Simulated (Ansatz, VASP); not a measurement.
## SiGe3: VASP beside Ansatz

```xyz
4
Lattice="2.9559 0.0000 0.0000 0.0000 2.9559 0.0000 0.0000 0.0000 8.3606" Properties=species:S:1:pos:R:3 pbc="T T T"
Si    1.4780    1.4780    4.1803
Ge    0.0000    0.0000    6.2704
Ge    1.4780    1.4780    0.0000
Ge    0.0000    0.0000    2.0901
```

Alike in both runs: task relaxation of cell and atoms; functional PBE; k mesh 6 × 6 × 2; occupations gaussian, width 0.1 eV; no spin polarisation.

```csv
,VASP,Ansatz
version,VASP 6.6.1,Ansatz 0.2.0
potentials or method,"VASP PAW PBE potentials, release 64 (Si, Ge_d), cutoff 600 eV","scalar-relativistic, plane waves, PAW"
valence electrons in the cell,46,46
```

```tsv
	VASP	Ansatz	Ansatz less VASP
gap on the k mesh at the Fermi level, each at its own relaxed structure (eV)	none	none	-
relaxed volume (Å³/atom)	18.55	18.69	+0.141
relaxed cell length with the largest relative difference (Å)	2.935	2.954	+0.0184
```

A gap of «none» marks a metal or a gap that the smearing closes.

The k mesh is coarse, so the values compare programs but aren't converged. Noted on VASP's run: too few bands were computed for a metal, which touches its energy and stress.
